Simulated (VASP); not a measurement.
# NaF (Villiaumite) (Fm-3m) in VASP: notebook

Runs on NaF (Villiaumite). Level: PBEsol. Tasks: single point, relaxation of cell and atoms.

All numbers are computed with VASP 6.6.1; they aren't measurements. Logs are shortened: lines on timing, memory, paths and dates and some standing lists are left out, and cuts for length are marked.

## Step 1: The cell of the first run

It takes space group Fm-3m (No. 225, cubic). Conventional cell: a = 4.599 Å, b = 4.599 Å, c = 4.599 Å, α = 90.00°, β = 90.00°, γ = 90.00°. Within 3.0 Å of Na (site symmetry m-3m) lie 6 F at 2.30 Å. F (site symmetry m-3m) has 6 Na at 2.30 Å within 3.0 Å.

## Step 2: Single point, PBEsol

Input file INCAR:

```
ALGO = Normal
EDIFF = 1E-6
ENCUT = 520
GGA = PS
ISIF = 2
ISMEAR = 0
LASPH = True
LCHARG = False
LREAL = False
LWAVE = False
NBANDS = 14
NELM = 80
PREC = Accurate
SIGMA = 0.01
```

Input file KPOINTS:

```
k-points
0
Gamma
  8 8 8
```

Input file POSCAR:

```
NaF
1.0
    0.0000000000      2.2995128478      2.2995128478
    2.2995128478      0.0000000000      2.2995128478
    2.2995128478      2.2995128478      0.0000000000
Na F
1 1
Direct
    0.0000000000      0.0000000000      0.0000000000
    0.5000000000      0.5000000000      0.5000000000
```

Potentials or basis: VASP PAW PBE potentials, release 64 (Na_pv, F).

Run with:

```console
$ cat potpaw_PBE.64/Na_pv/POTCAR potpaw_PBE.64/F/POTCAR > POTCAR
$ mpirun -np 1 vasp_std > vasp.out
```

OUTCAR:

```text
EDIFF = 1E-6
   ENCUT = 520
   GGA = PS
   ISIF = 2
   ISMEAR = 0
   LASPH = True
   LREAL = False
   NELM = 80
   PREC = Accurate

 ion  position               nearest neighbor table
   1  0.000  0.000  0.000-   2 2.30   2 2.30   2 2.30   2 2.30   2 2.30   2 2.30
   2  0.500  0.500  0.500-   1 2.30   1 2.30   1 2.30   1 2.30   1 2.30   1 2.30

  LATTYP: Found a face centered cubic cell.
 ALAT       =     4.5990256956

  Lattice vectors:

 A1 = (   0.0000000000,   2.2995128478,   2.2995128478)
 A2 = (   2.2995128478,   0.0000000000,   2.2995128478)
 A3 = (   2.2995128478,   2.2995128478,   0.0000000000)

Analysis of symmetry for initial positions (statically):
=====================================================================
 Subroutine PRICEL returns:
 Original cell was already a primitive cell.

 Routine SETGRP: Setting up the symmetry group for a
 face centered cubic supercell.

 Subroutine GETGRP returns: Found 48 space group operations
 (whereof 48 operations were pure point group operations)
 out of a pool of 48 trial point group operations.

The static configuration has the point symmetry O_h .

Analysis of symmetry for dynamics (positions and initial velocities):
=====================================================================
 Subroutine PRICEL returns:
 Original cell was already a primitive cell.

 Routine SETGRP: Setting up the symmetry group for a
 face centered cubic supercell.

 Subroutine GETGRP returns: Found 48 space group operations
 (whereof 48 operations were pure point group operations)
 out of a pool of 48 trial point group operations.

The dynamic configuration has the point symmetry O_h .

 Subroutine INISYM returns: Found 48 space group operations
 (whereof 48 operations are pure point group operations),
 and found     1 'primitive' translations

----------------------------------------------------------------------------------------

                                     Primitive cell

  volume of cell :      24.3185

  direct lattice vectors                    reciprocal lattice vectors
     0.000000000  2.299512848  2.299512848    -0.217437359  0.217437359  0.217437359
     2.299512848  0.000000000  2.299512848     0.217437359 -0.217437359  0.217437359
     2.299512848  2.299512848  0.000000000     0.217437359  0.217437359 -0.217437359

  length of vectors
     3.252002256  3.252002256  3.252002256     0.376612553  0.376612553  0.376612553

  position of ions in fractional coordinates (direct lattice)
     0.000000000  0.000000000  0.000000000
     0.500000000  0.500000000  0.500000000

  ion indices of the primitive-cell ions
   primitive index   ion index
                 1           1
                 2           2

----------------------------------------------------------------------------------------

 KPOINTS: k-points

Automatic generation of k-mesh.
 Grid dimensions read from file:
 generate k-points for:    8    8    8

 Generating k-lattice:

  Cartesian coordinates                     Fractional coordinates (reciprocal lattice)
    -0.027179670  0.027179670  0.027179670     0.125000000  0.000000000  0.000000000
     0.027179670 -0.027179670  0.027179670     0.000000000  0.125000000  0.000000000
     0.027179670  0.027179670 -0.027179670     0.000000000  0.000000000  0.125000000

  Length of vectors
     0.047076569  0.047076569  0.047076569

  Shift w.r.t. Gamma in fractional coordinates (k-lattice)
     0.000000000  0.000000000  0.000000000

 Subroutine IBZKPT returns following result:
 ===========================================

 Found     29 irreducible k-points:

 Following reciprocal coordinates:
            Coordinates               Weight
  0.000000  0.000000  0.000000      1.000000
  0.125000  0.000000  0.000000      8.000000
  0.250000  0.000000  0.000000      8.000000
  0.375000  0.000000  0.000000      8.000000
  0.500000  0.000000  0.000000      4.000000
  0.125000  0.125000  0.000000      6.000000
[... 16 lines left out ...]
  0.500000  0.250000  0.125000     48.000000
 -0.375000  0.250000  0.125000     24.000000
 [... further k-points ...]
   k-points           NKPTS =     29   k-points in BZ     NKDIM =     29   number of bands    NBANDS=     14
   number of dos      NEDOS =    301   number of ions     NIONS =      2
   total plane-waves  NPLWV =  13824
   dimension x,y,z NGX =    24 NGY =   24 NGZ =   24
   dimension x,y,z NGXF=    48 NGYF=   48 NGZF=   48
   ions per type =               1   1
   NGX,Y,Z   is equivalent  to a cutoff of  12.27, 12.27, 12.27 a.u.
   NGXF,Y,Z  is equivalent  to a cutoff of  24.54, 24.54, 24.54 a.u.
 SYSTEM =  unknown system
   PREC   = accura    normal or accurate (medium, high low for compatibility)
   ISTART =      0    job   : 0-new  1-cont  2-samecut
   ICHARG =      2    charge: 1-file 2-atom 10-const
   ISPIN  =      1    spin polarized calculation?
   LNONCOLLINEAR =      F non collinear calculations
   LSORBIT =      F    spin-orbit coupling
   LASPH  =      T    aspherical Exc in radial PAW
   ENCUT  =  520.0 eV  38.22 Ry    6.18 a.u.   6.05  6.05  6.05*2*pi/ulx,y,z
   NELM   =     80;   NELMIN=  2; NELMDL= -5     # of ELM steps
   EDIFF  = 0.1E-05   stopping-criterion for ELM
   LREAL  =      F    real-space projection
   EDIFFG = 0.1E-04   stopping-criterion for IOM
   NSW    =      0    number of steps for IOM
   IBRION =     -1    ionic relax: 0-MD 1-quasi-New 2-CG
   NFREE  =      0    steps in history (QN), initial steepest desc. (CG)
   ISIF   =      2    stress and relaxation
   ISYM   =      2    0-nonsym 1-usesym 2-fastsym
   POTIM  = 0.5000    time-step for ionic-motion
   TEBEG  =    0.0;   TEEND  =   0.0 temperature during run
   PSTRESS=    0.0 pullay stress
   NELECT =      14.0000    total number of electrons
   NUPDOWN=      -1.0000    fix difference up-down
   EMIN   =  10.00;   EMAX   =-10.00  energy-range for DOS
   EFERMI =   0.00;   METHOD = LEGACY
   ISMEAR =     0;   SIGMA  =   0.01  broadening in eV -4-tet -1-fermi 0-gaus
   EFERMI_NEDOS =   21; number of points for ismear=-14 and -15
   IALGO  =     38    algorithm
   IMIX   =      4    mixing-type and parameters
     AMIX     =   0.40;   BMIX     =  1.00
     AMIX_MAG =   1.60;   BMIX_MAG =  1.00
  volume/ion in A,a.u.               =      12.16        82.05
  Fermi-wavevector in a.u.,A,eV,Ry     =   1.361878  2.573577 25.234900  1.854713
  Thomas-Fermi vector in A             =   2.488416
   LORBIT       =      0    0 simple, 1 ext, 2 COOP (PROOUT), +10 PAW based schemes
   GGA     = PS    functional components
   LHFCALC =     F    Hartree Fock is set to
   AEXX    =    0.0000 exact exchange contribution
   IVDW    =     0    specifies the selected vdW correction
   LEPSILON=     F    determine dielectric tensor
   LRPA    =     F    only Hartree local field effects (RPA)
 non-spin polarized calculation
 Gauss-broadening in eV      SIGMA  =   0.01
  energy-cutoff  :      520.00
  volume of cell :       24.32
 maximum number of plane-waves:       666
   NGX = 13   NGY = 13   NGZ = 13

 number of electron      13.9999991 magnetization

 Free energy of the ion-electron system (eV)
  ---------------------------------------------------
  ext. energy  EPLUGINS =         0.00000000
  ---------------------------------------------------
  free energy    TOTEN  =        -8.76646905 eV

  energy without entropy =       -8.76646905  energy(sigma->0) =       -8.76646905

 E-fermi :  -1.9986     XC(G=0):  -9.4484

 val. band max:       -2.0773762108   @ k =   0.0000   0.0000   0.0000
 cond. band min:       4.2024150365   @ k =   0.0000   0.0000   0.0000
 fundamental gap:      6.2797912473
 Fermi energy:        -1.9986124538

 k-point     1 :       0.0000    0.0000    0.0000
  band No.  band energies     occupation
      1     -21.1742      2.00000
      2     -20.7801      2.00000
      3     -20.7801      2.00000
      4     -20.7801      2.00000
      5      -2.0774      2.00000
      6      -2.0774      2.00000
      7      -2.0774      2.00000
      8       4.2024      0.00000
      9      16.9240      0.00000
     10      16.9240      0.00000
     11      16.9240      0.00000
     12      19.6539      0.00000
     13      22.0676      0.00000
     14      22.0676      0.00000

 k-point     2 :       0.1250    0.0000    0.0000
  band No.  band energies     occupation
      1     -21.3429      2.00000
      2     -20.7820      2.00000
      3     -20.7820      2.00000
      4     -20.5893      2.00000
      5      -2.3896      2.00000
      6      -2.1178      2.00000
      7      -2.1178      2.00000
      8       4.7620      0.00000
      9      15.1333      0.00000
     10      17.1725      0.00000
     11      17.1725      0.00000
     12      21.5066      0.00000
     13      21.5066      0.00000
     14      21.6501      0.00000

 k-point     3 :       0.2500    0.0000    0.0000
  band No.  band energies     occupation
      1     -21.5660      2.00000
      2     -20.7867      2.00000
      3     -20.7867      2.00000
      4     -20.3118      2.00000
      5      -3.0218      2.00000
      6      -2.2142      2.00000
      7      -2.2141      2.00000
      8       6.0995      0.00000
      9      13.0360      0.00000
     10      17.7271      0.00000
     11      17.7271      0.00000
     12      20.8459      0.00000
     13      20.8459      0.00000
     14      22.4843      0.00000
[... 324 lines left out ...]
 k-point    23 :       0.5000    0.2500    0.1250
  band No.  band energies     occupation
      1     -21.5815      2.00000
      2     -20.8373      2.00000
      3     -20.8065      2.00000
      4     -20.2109      2.00000
      5      -3.3770      2.00000
      6      -2.6029      2.00000
      7      -2.3925      2.00000
      8       8.6034      0.00000
      9      11.4709      0.00000
     10      15.4765      0.00000
     11      17.3365      0.00000
     12      19.6072      0.00000
     13      21.7192      0.00000
     14      25.9738      0.00000

 k-point    24 :      -0.3750    0.2500    0.1250
  band No.  band energies     occupation
      1     -21.5957      2.00000
      2     -20.8408      2.00000
      3     -20.8145      2.00000
      4     -20.1794      2.00000
      5      -3.4518      2.00000
      6      -2.6849      2.00000
      7      -2.4326      2.00000
      8       9.6815      0.00000
      9      10.6694      0.00000
     10      15.1735      0.00000
     11      17.0354      0.00000
     12      20.2168      0.00000
     13      21.3037      0.00000
     14      26.1859      0.00000

 [... further k-points ...]

------------------------ aborting loop because EDIFF is reached ----------------------------------------

  FORCE on cell =-STRESS in cart. coord.  units (eV):
  Direction    XX          YY          ZZ          XY          YZ          ZX
  --------------------------------------------------------------------------------------
  -------------------------------------------------------------------------------------
  Total        0.1408831      0.1408831      0.1408831     -0.0000000     -0.0000000      0.0000000
  in kB        9.2817937      9.2817937      9.2817937     -0.0000000     -0.0000000      0.0000000
  external PRESSURE =       9.2817937 kB  Pullay stress =       0.0000000 kB

 VOLUME and BASIS-vectors are now :
 -----------------------------------------------------------------------------
  energy-cutoff  :      520.00
  volume of cell :       24.32
      direct lattice vectors                 reciprocal lattice vectors
     0.000000000  2.299512848  2.299512848    -0.217437359  0.217437359  0.217437359
     2.299512848  0.000000000  2.299512848     0.217437359 -0.217437359  0.217437359
     2.299512848  2.299512848  0.000000000     0.217437359  0.217437359 -0.217437359

 POSITION                                       TOTAL-FORCE (eV/Angst)
 -----------------------------------------------------------------------------------
      0.00000      0.00000      0.00000         0.000000      0.000000      0.000000
      2.29951      2.29951      2.29951        -0.000000     -0.000000     -0.000000
 -----------------------------------------------------------------------------------
    total drift:                                0.000000     -0.000000      0.000000

  FREE ENERGIE OF THE ION-ELECTRON SYSTEM (eV)
  ---------------------------------------------------
  free  energy   TOTEN  =        -8.7664690548 eV

  energy  without entropy=       -8.7664690548  energy(sigma->0) =       -8.76646905
```

Run time: 5.9 s. Hardware: 1 thread of Intel Xeon Platinum 8375C at 2.90GHz (Ice Lake), shared host; peak memory 0.13 GiB.

Results:

```yaml
Free_energy: -8.7665 eV
Pressure: 0.9 GPa
Band_gap_on_the_k_mesh: 6.28 eV, direct
```

Levels at points of the mesh, in eV from the valence-band top:
```tsv
k point	band 3	band 4	band 5	band 6	band 7	band 8	band 9	band 10	band 11	band 12
(0.00, 0.00, 0.00)	-18.70	-18.70	0.00	0.00	0.00	6.28	19.00	19.00	19.00	21.73
(0.50, 0.00, 0.00)	-18.72	-17.95	-1.67	-0.27	-0.27	10.74	12.52	20.22	20.22	23.07
(0.50, 0.50, 0.00)	-18.76	-18.76	-1.33	-0.42	-0.42	13.16	13.17	13.75	19.94	19.94
```

Caveat: the PAW data sets were made with another functional, which shifts forces and pressure a little. PBEsol gaps usually lie below the measured ones, often by a third to a half.

(Continued in part 2 of 2.)
